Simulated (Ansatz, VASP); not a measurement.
## Sb in VASP and in Ansatz

INCAR

```
SYSTEM = Sb
ALGO = Normal ; EDIFF = 1E-8
ENCUT = 520 ; ISIF = 2
ISMEAR = -1 ; LASPH = .True.
LCHARG = .False. ; LEFG = .True.
LREAL = .False. ; LWAVE = .False.
NBANDS = 12 ; NELM = 80
PREC = Accurate ; SIGMA = 0.03
```

File KPOINTS:

```
k-points
0
Gamma
  12 12 12
  0 0 0
```

The input POSCAR:

```
Sb
1.0
    2.1927796744      1.2660019353      3.8174304072
   -2.1927796744      1.2660019353      3.8174304072
    0.0000000000     -2.5320038705      3.8174304072
Sb
2
Direct
    0.2336400000      0.2336400000      0.2336400000
    0.7663600000      0.7663600000      0.7663600000
```

Input for Ansatz:

```yaml
crystal:
  lattice:
    - [2.1927796744, 1.2660019353, 3.8174304072]
    - [-2.1927796744, 1.2660019353, 3.8174304072]
    - [0.0, -2.5320038705, 3.8174304072]
  atoms:
    - { symbol: Sb, position: [0.23364, 0.23364, 0.23364] }
    - { symbol: Sb, position: [0.76636, 0.76636, 0.76636] }
kpoints:
  mp_grid: { grid: [12, 12, 12] }
scf:
  occupations: { method: fermi_dirac, width: 0.03 }
hamiltonian:
  xc: lda
  pseudopotentials: { kind: paw }
output:
  forces: true
  stress: true
  eigenvalues: true
  efg: { contact_densities: true }
```

Change from the starting cell: volume scaled by 1.06, PAW files.

Alike in both runs: task electric field gradients; functional LDA; k mesh 12 × 12 × 12; occupations fermi-dirac, width 0.03 eV; no spin polarisation.

```csv
,VASP,Ansatz
version,VASP 6.6.1,Ansatz 0.2.0
potentials or method,"VASP PAW LDA potentials, release 64 (Sb)","PAW with Ansatz's default frozen-core files, scalar-relativistic"
plane-wave cutoff (eV),520,420
valence electrons in the cell,10,30
```

VASP gave:

```
pressure (GPa)                                                : -3.6
traceless stress, the component that is largest in VASP (GPa) : 0.10
rms of the force components (eV/Å)                            : 0.083
size of Vzz on the site where it differs most (V/Å²)          : 42.9
```

Task: Which values does Ansatz return?

Result: Pressure (GPa): -3.7; traceless stress, the component that is largest in VASP (GPa): 0.16; rms of the force components (eV/Å): 0.115; size of Vzz on the site where it differs most (V/Å²): 45.9.

LDA's correlation is that of Perdew and Zunger in VASP and of Perdew and Wang (1992) in Ansatz. Atom by atom the forces differ by 0.032 eV/Å (rms over components). VASP's potentials hold 10 valence electrons a cell and Ansatz's 30, so a difference there can come from the potentials and not from the codes.

Spin-orbit coupling is off throughout.
